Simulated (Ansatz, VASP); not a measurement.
**Two plane-wave programs on C**

```
C
1.0
     1.22243    0.70577    3.35294
    -1.22243    0.70577    3.35294
     0.00000   -1.41154    3.35294
C
2
Direct
  0.83342 0.83342 0.83342
  0.16658 0.16658 0.16658
```

Change from the starting cell: z stretched by +0.5 %, x and y held, PAW files.

Alike in both runs: functional LDA; k mesh 12 × 12 × 12; no spin polarisation.

Ansatz relaxed the structure, and its values are those at the end. VASP's run is a single point on that final structure, the one shown.

|  | VASP | Ansatz |
| --- | --- | --- |
| version | VASP 6.6.1 | Ansatz 0.2.0 |
| potentials or method | VASP PAW LDA potentials, release 64 (C) | PAW with Ansatz's default frozen-core files, scalar-relativistic |
| plane-wave cutoff (eV) | 520 | 420 |
| occupations | gaussian, width 0.01 eV | fixed |
| valence electrons in the cell | 8 | 8 |

|  | VASP | Ansatz | Ansatz less VASP |
| --- | --- | --- | --- |
| gap on the k mesh at the Fermi level (eV) | 0.67 | 0.67 | -0.002 |
| pressure (GPa) | 0.7 | -0.1 | -0.80 |

LDA's correlation is that of Perdew and Zunger in VASP and of Perdew and Wang (1992) in Ansatz.
